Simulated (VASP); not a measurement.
Write the native input for VASP 6.6.1 that does the following.

```
Task                   : single point
Functional             : PBE
Potentials or basis    : VASP PAW PBE potentials, release 64 (W_sv)
Cutoff                 : 520 eV
k mesh                 : 14 × 14 × 14
Occupations            : fermi-dirac, width 0.05 eV
Spin                   : no spin polarisation
Dipole correction      : no
Further INCAR settings : ALGO = Normal; EDIFF = 1e-06; NBANDS = 13
```

The structure of W lies in POSCAR:

```
W
1.0
    0.0000000000      2.0097000000      2.0300000000
    2.0097000000      0.0000000000      2.0300000000
    2.0097000000      2.0097000000      0.0000000000
W
1
Direct
    0.0000000000      0.0000000000      0.0000000000
```

This cell differs from its parent crystal: equal xx and yy strain of -1 %.

These files were run (other wordings do the same):

INCAR

```
SYSTEM = W
ALGO = Normal ; EDIFF = 1E-6
ENCUT = 520 ; GGA = PE
ISIF = 2 ; ISMEAR = -1
LASPH = .True. ; LCHARG = .True.
LELF = .True. ; LREAL = .False.
LVHAR = .True. ; LWAVE = .False.
NBANDS = 13 ; NELM = 60
PREC = Accurate ; SIGMA = 0.05
```

KPOINTS

```
k-points
0
Gamma
  14 14 14
  0 0 0
```

Potentials or basis: VASP PAW PBE potentials, release 64 (W_sv).

Run with:

```console
$ cat potpaw_PBE.64/W_sv/POTCAR > POTCAR
$ mpirun -np 1 vasp_std > vasp.out
```

It gave:

- Pressure: 1.4 GPa
- Band gap on the k mesh: zero (band 7 reaches 13.62 eV, above the bottom of band 8 at 9.99 eV)

Caveat: the cell differs from its parent crystal (equal xx and yy strain of -1 %); spin-orbit coupling is left out, which moves the levels of the heavy elements.

Run time: 14 s on 1 thread of Intel(R) Xeon(R) 6975P-C (Granite Rapids) (shared host), peak memory 0.18 GiB.
